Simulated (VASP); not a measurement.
Input of a VASP 6.6.1 run:

File INCAR:

```
SYSTEM = Ga4AsP3
PREC     = Accurate       ! precision mode
ENCUT    = 520            ! plane-wave cutoff, eV
EDIFF    = 1E-6           ! SCF threshold, eV
ISMEAR   = -1             ! smearing method
SIGMA    = 0.02           ! smearing width, eV
LREAL    = .FALSE.        ! projectors in reciprocal space
LASPH    = .TRUE.         ! aspherical terms in the spheres
NELM     = 60             ! most SCF steps
ALGO     = Normal         ! electronic algorithm
ISIF     = 2              ! what is computed and relaxed
LWAVE    = .FALSE.        ! write WAVECAR
LCHARG   = .TRUE.         ! write CHGCAR
GGA      = PE             ! functional
LELF     = .TRUE.         ! ELF
LVHAR    = .TRUE.       
NBANDS   = 46             ! bands
```

File KPOINTS:

```
regular mesh
0
G
  6 6 2
  0 0 0
```

POSCAR

```
Ga4AsP3
1.0
    3.8939028371      0.0000000000      0.0000000000
    0.0000000000      3.8939028371      0.0000000000
    0.0000000000      0.0000000000     10.9986681304
P Ga As
3 4 1
Direct
    0.0000000000      0.0000000000      0.2457075641
    0.5000000000      0.5000000000      0.0000000000
    0.0000000000      0.0000000000      0.7542924359
    0.0000000000      0.5000000000      0.1227669783
    0.5000000000      0.0000000000      0.8772330217
    0.0000000000      0.5000000000      0.6315730430
    0.5000000000      0.0000000000      0.3684269570
    0.5000000000      0.5000000000      0.5000000000
```

Potentials or basis: VASP PAW PBE potentials, release 64 (P, Ga_d, As).

The run is started by

```console
$ cat potpaw_PBE.64/P/POTCAR potpaw_PBE.64/Ga_d/POTCAR potpaw_PBE.64/As/POTCAR > POTCAR
$ mpirun -np 1 vasp_std > vasp.out
```

(1) Predict the largest force.

(2) Predict the band gap on the k mesh.

Answers

(1) 0.076 eV/Å.

(2) 1.42 eV.
